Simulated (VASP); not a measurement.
# Rh (Fm-3m) in VASP: single point with LDA

Aim: the single point of Rh with LDA.

Everything below comes from runs of VASP 6.6.1. Logs are shortened: lines on timing, memory, paths and dates and some standing lists are left out, and cuts for length are marked.

### 1 The cell of the first run

The structure is cubic, space group Fm-3m (No. 225). Conventional cell: a = 3.754 Å, b = 3.754 Å, c = 3.754 Å, α = 90.00°, β = 90.00°, γ = 90.00°. Rh (site symmetry m-3m) has 12 Rh at 2.65 Å within 3.5 Å.

### 2 Single point, LDA

INCAR reads:

```
SYSTEM = Rh
PREC     = Accurate       ! precision mode
ENCUT    = 620            ! plane-wave cutoff, eV
EDIFF    = 1E-6           ! SCF threshold, eV
ISMEAR   = -1             ! smearing method
SIGMA    = 0.05           ! smearing width, eV
LREAL    = .False.        ! projectors in reciprocal space
LASPH    = .True.         ! aspherical terms in the spheres
NELM     = 120            ! most SCF steps
ALGO     = Normal         ! electronic algorithm
ISIF     = 2              ! what is computed and relaxed
LWAVE    = .False.        ! write WAVECAR
LCHARG   = .False.        ! write CHGCAR
NBANDS   = 14             ! bands
GGA_COMPAT= .False.
```

KPOINTS reads:

```
Automatic mesh
0
Gamma
  17 17 17
  0 0 0
```

POSCAR reads:

```
Rh
1.0
    0.0000000000      1.8768619208      1.8768619208
    1.8768619208      0.0000000000      1.8768619208
    1.8768619208      1.8768619208      0.0000000000
Rh
1
Direct
    0.0000000000      0.0000000000      0.0000000000
```

Potentials or basis: VASP PAW LDA potentials, release 64 (Rh_sv_GW).

Command:

```sh
> cat potpaw_LDA.64/Rh_sv_GW/POTCAR > POTCAR
> mpirun -np 1 vasp_std > vasp.out
```

OUTCAR:

```text
SYSTEM = Rh
   PREC = Accurate
   ENCUT = 620
   EDIFF = 1E-6
   ISMEAR = -1
   LREAL = .False.
   LASPH = .True.
   NELM = 120
   ISIF = 2

 ion  position               nearest neighbor table
   1  0.000  0.000  0.000-

  LATTYP: Found a face centered cubic cell.
 ALAT       =     3.7537238416

  Lattice vectors:

 A1 = (   0.0000000000,   1.8768619208,   1.8768619208)
 A2 = (   1.8768619208,   0.0000000000,   1.8768619208)
 A3 = (   1.8768619208,   1.8768619208,   0.0000000000)

Analysis of symmetry for initial positions (statically):
=====================================================================
 Subroutine PRICEL returns:
 Original cell was already a primitive cell.

 Routine SETGRP: Setting up the symmetry group for a
 face centered cubic supercell.

 Subroutine GETGRP returns: Found 48 space group operations
 (whereof 48 operations were pure point group operations)
 out of a pool of 48 trial point group operations.

The static configuration has the point symmetry O_h .

Analysis of symmetry for dynamics (positions and initial velocities):
=====================================================================
 Subroutine PRICEL returns:
 Original cell was already a primitive cell.

 Routine SETGRP: Setting up the symmetry group for a
 face centered cubic supercell.

 Subroutine GETGRP returns: Found 48 space group operations
 (whereof 48 operations were pure point group operations)
 out of a pool of 48 trial point group operations.

The dynamic configuration has the point symmetry O_h .

 Subroutine INISYM returns: Found 48 space group operations
 (whereof 48 operations are pure point group operations),
 and found     1 'primitive' translations

----------------------------------------------------------------------------------------

                                     Primitive cell

  volume of cell :      13.2229

  direct lattice vectors                    reciprocal lattice vectors
     0.000000000  1.876861921  1.876861921    -0.266402123  0.266402123  0.266402123
     1.876861921  0.000000000  1.876861921     0.266402123 -0.266402123  0.266402123
     1.876861921  1.876861921  0.000000000     0.266402123  0.266402123 -0.266402123

  length of vectors
     2.654283583  2.654283583  2.654283583     0.461422012  0.461422012  0.461422012

  position of ions in fractional coordinates (direct lattice)
     0.000000000  0.000000000  0.000000000

  ion indices of the primitive-cell ions
   primitive index   ion index
                 1           1

----------------------------------------------------------------------------------------

 KPOINTS: Automatic mesh

Automatic generation of k-mesh.
 Grid dimensions read from file:
 generate k-points for:   17   17   17

 Generating k-lattice:

  Cartesian coordinates                     Fractional coordinates (reciprocal lattice)
    -0.015670713  0.015670713  0.015670713     0.058823529  0.000000000  0.000000000
     0.015670713 -0.015670713  0.015670713     0.000000000  0.058823529  0.000000000
     0.015670713  0.015670713 -0.015670713     0.000000000  0.000000000  0.058823529

  Length of vectors
     0.027142471  0.027142471  0.027142471

  Shift w.r.t. Gamma in fractional coordinates (k-lattice)
     0.000000000  0.000000000  0.000000000

 Subroutine IBZKPT returns following result:
 ===========================================

 Found    165 irreducible k-points:

 Following reciprocal coordinates:
            Coordinates               Weight
  0.000000  0.000000  0.000000      1.000000
  0.058824  0.000000  0.000000      8.000000
  0.117647  0.000000  0.000000      8.000000
  0.176471  0.000000  0.000000      8.000000
  0.235294  0.000000  0.000000      8.000000
  0.294118  0.000000  0.000000      8.000000
[... 16 lines left out ...]
 -0.176471  0.058824  0.000000     24.000000
 -0.117647  0.058824  0.000000     24.000000
 [... further k-points ...]
   k-points           NKPTS =    165   k-points in BZ     NKDIM =    165   number of bands    NBANDS=     14
   number of dos      NEDOS =    301   number of ions     NIONS =      1
   total plane-waves  NPLWV =  13824
   dimension x,y,z NGX =    24 NGY =   24 NGZ =   24
   dimension x,y,z NGXF=    48 NGYF=   48 NGZF=   48
   ions per type =               1
   NGX,Y,Z   is equivalent  to a cutoff of  15.03, 15.03, 15.03 a.u.
   NGXF,Y,Z  is equivalent  to a cutoff of  30.06, 30.06, 30.06 a.u.
 SYSTEM =  Rh
   PREC   = accura    normal or accurate (medium, high low for compatibility)
   ISTART =      0    job   : 0-new  1-cont  2-samecut
   ICHARG =      2    charge: 1-file 2-atom 10-const
   ISPIN  =      1    spin polarized calculation?
   LNONCOLLINEAR =      F non collinear calculations
   LSORBIT =      F    spin-orbit coupling
   LASPH  =      T    aspherical Exc in radial PAW
   ENCUT  =  620.0 eV  45.57 Ry    6.75 a.u.   5.39  5.39  5.39*2*pi/ulx,y,z
   NELM   =    120;   NELMIN=  2; NELMDL= -5     # of ELM steps
   EDIFF  = 0.1E-05   stopping-criterion for ELM
   LREAL  =      F    real-space projection
[... 7 lines left out ...]
   TEBEG  =    0.0;   TEEND  =   0.0 temperature during run
   PSTRESS=    0.0 pullay stress
   NELECT =      17.0000    total number of electrons
   NUPDOWN=      -1.0000    fix difference up-down
   EMIN   =  10.00;   EMAX   =-10.00  energy-range for DOS
   EFERMI =   0.00;   METHOD = LEGACY
   ISMEAR =    -1;   SIGMA  =   0.05  broadening in eV -4-tet -1-fermi 0-gaus
   EFERMI_NEDOS =   21; number of points for ismear=-14 and -15
   IALGO  =     38    algorithm
   IMIX   =      4    mixing-type and parameters
     AMIX     =   0.40;   BMIX     =  1.00
     AMIX_MAG =   1.60;   BMIX_MAG =  1.00
  volume/ion in A,a.u.               =      13.22        89.23
  Fermi-wavevector in a.u.,A,eV,Ry     =   1.780118  3.363935 43.114420  3.168820
  Thomas-Fermi vector in A             =   2.844974
   LORBIT       =      0    0 simple, 1 ext, 2 COOP (PROOUT), +10 PAW based schemes
   GGA     = CA    functional components
   LHFCALC =     F    Hartree Fock is set to
   AEXX    =    0.0000 exact exchange contribution
   IVDW    =     0    specifies the selected vdW correction
   LEPSILON=     F    determine dielectric tensor
   LRPA    =     F    only Hartree local field effects (RPA)
 non-spin polarized calculation
  energy-cutoff  :      620.00
  volume of cell :       13.22
 maximum number of plane-waves:       483
 NGX is ok and might be reduce to    24
   NGX = 11   NGY = 11   NGZ = 11

 number of electron      17.0000003 magnetization

 Free energy of the ion-electron system (eV)
  ---------------------------------------------------
  ext. energy  EPLUGINS =         0.00000000
  ---------------------------------------------------
  free energy    TOTEN  =        -7.83404517 eV

  energy without entropy =       -7.82598909  energy(sigma->0) =       -7.83001713

 E-fermi :  11.2860     XC(G=0): -14.6746

 val. band max:       11.2651567144   @ k =   0.4118   0.2353   0.0588
 cond. band min:      11.3001794397   @ k =   0.4118   0.2941   0.0588
 fundamental gap:      0.0350227253
 Fermi energy:        11.2860273990

 k-point     1 :       0.0000    0.0000    0.0000
  band No.  band energies     occupation
      1     -67.2920      2.00000
      2     -34.9315      2.00000
      3     -34.9315      2.00000
      4     -34.9315      2.00000
      5       2.9667      2.00000
      6       7.9785      2.00000
      7       7.9785      2.00000
      8       7.9785      2.00000
      9      10.2396      2.00000
     10      10.2396      2.00000
     11      26.9861      0.00000
     12      32.4881      0.00000
     13      32.4881      0.00000
     14      32.4881      0.00000

 k-point     2 :       0.0588    0.0000    0.0000
  band No.  band energies     occupation
      1     -67.2875      2.00000
      2     -34.9616      2.00000
      3     -34.9355      2.00000
      4     -34.9355      2.00000
      5       3.1116      2.00000
      6       7.9116      2.00000
      7       8.0367      2.00000
      8       8.0367      2.00000
      9      10.2057      2.00000
     10      10.2057      2.00000
     11      27.2045      0.00000
     12      31.7841      0.00000
     13      32.7060      0.00000
     14      32.7060      0.00000

 k-point     3 :       0.1176    0.0000    0.0000
  band No.  band energies     occupation
      1     -67.2743      2.00000
      2     -35.0468      2.00000
      3     -34.9471      2.00000
      4     -34.9471      2.00000
      5       3.5235      2.00000
      6       7.7497      2.00000
      7       8.1859      2.00000
      8       8.1859      2.00000
      9      10.1359      2.00000
     10      10.1359      2.00000
     11      27.7865      0.00000
     12      30.3032      0.00000
     13      33.3385      0.00000
     14      33.3385      0.00000
[... 324 lines left out ...]
 k-point    23 :      -0.1765    0.0588    0.0000
  band No.  band energies     occupation
      1     -67.2431      2.00000
      2     -35.2310      2.00000
      3     -34.9996      2.00000
      4     -34.9627      2.00000
      5       4.4425      2.00000
      6       7.4832      2.00000
      7       8.4249      2.00000
      8       8.4497      2.00000
      9       9.8499      2.00000
     10      10.5025      2.00000
     11      28.1498      0.00000
     12      28.8150      0.00000
     13      33.6511      0.00000
     14      35.4445      0.00000

 k-point    24 :      -0.1176    0.0588    0.0000
  band No.  band energies     occupation
      1     -67.2646      2.00000
      2     -35.0981      2.00000
      3     -34.9756      2.00000
      4     -34.9466      2.00000
      5       3.8279      2.00000
      6       7.5947      2.00000
      7       8.2894      2.00000
      8       8.3316      2.00000
      9       9.8950      2.00000
     10      10.3181      2.00000
     11      28.1899      0.00000
     12      29.7322      0.00000
     13      32.9479      0.00000
     14      34.2103      0.00000

 [... further k-points ...]
[... 5 lines left out ...]
  --------------------------------------------------------------------------------------
  -------------------------------------------------------------------------------------
  Total        0.0384807      0.0384807      0.0384807     -0.0000000      0.0000000     -0.0000000
  in kB        4.6625789      4.6625789      4.6625789     -0.0000000      0.0000000     -0.0000000
  external PRESSURE =       4.6625789 kB  Pullay stress =       0.0000000 kB

 VOLUME and BASIS-vectors are now :
 -----------------------------------------------------------------------------
  energy-cutoff  :      620.00
  volume of cell :       13.22
      direct lattice vectors                 reciprocal lattice vectors
     0.000000000  1.876861921  1.876861921    -0.266402123  0.266402123  0.266402123
     1.876861921  0.000000000  1.876861921     0.266402123 -0.266402123  0.266402123
     1.876861921  1.876861921  0.000000000     0.266402123  0.266402123 -0.266402123

 POSITION                                       TOTAL-FORCE (eV/Angst)
 -----------------------------------------------------------------------------------
      0.00000      0.00000      0.00000         0.000000      0.000000     -0.000000
 -----------------------------------------------------------------------------------
    total drift:                               -0.000000     -0.000000     -0.000000

  FREE ENERGIE OF THE ION-ELECTRON SYSTEM (eV)
  ---------------------------------------------------
  free  energy   TOTEN  =        -7.8340451657 eV

  energy  without entropy=       -7.8259890880  energy(sigma->0) =       -7.83001713
```

Run time: 56 s. Hardware: 1 thread of AMD EPYC 7R43 (Zen 3), shared host; peak memory 0.14 GiB.

What came out:

- Free energy: -7.8340 eV
- Pressure: 0.5 GPa
- Band gap on the k mesh: zero (an odd number of electrons rules out a gap without spin polarisation)

The gap in the log of VASP goes by the Fermi energy; the results here count the filled bands.